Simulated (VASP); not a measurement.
Here is a VASP 6.6.1 calculation.

File INCAR:

```
ALGO = Normal
EDIFF = 1E-6
ENCUT = 520
GGA = PE
ISIF = 2
ISMEAR = 0
LASPH = True
LCHARG = False
LREAL = False
LWAVE = False
NBANDS = 26
NELM = 80
PREC = Accurate
SIGMA = 0.01
```

KPOINTS

```
k-points
0
Gamma
  6 6 4
```

Contents of POSCAR:

```
CdSe
1.0
    4.3000000000      0.0000000000      0.0000000000
   -2.1500000000      3.7239090000      0.0000000000
    0.0000000000      0.0000000000      7.0200000000
Cd Se
2 2
Direct
    0.3333333333      0.6666666667      0.0000000000
    0.6666666667      0.3333333333      0.5000000000
    0.3333333333      0.6666666667      0.3850000000
    0.6666666667      0.3333333333      0.8850000000
```

Potentials or basis: VASP PAW PBE potentials, release 64 (Cd, Se).

The run is started by

```bash
$ cat potpaw_PBE.64/Cd/POTCAR potpaw_PBE.64/Se/POTCAR > POTCAR
$ mpirun -np 1 vasp_std > vasp.out
```

Problem. Estimate the pressure.

Solution. 3.3 GPa.

Problem. Estimate the band gap on the k mesh.

Solution. 0.70 eV.

Problem. What does it give for the largest force?

Solution. 0.292 eV/Å.

Stress tensor (GPa, compression positive):
```
4.05 0.00 0.00
0.00 4.05 0.00
0.00 0.00 1.92
```

Caveat: the cell stands under pressure.
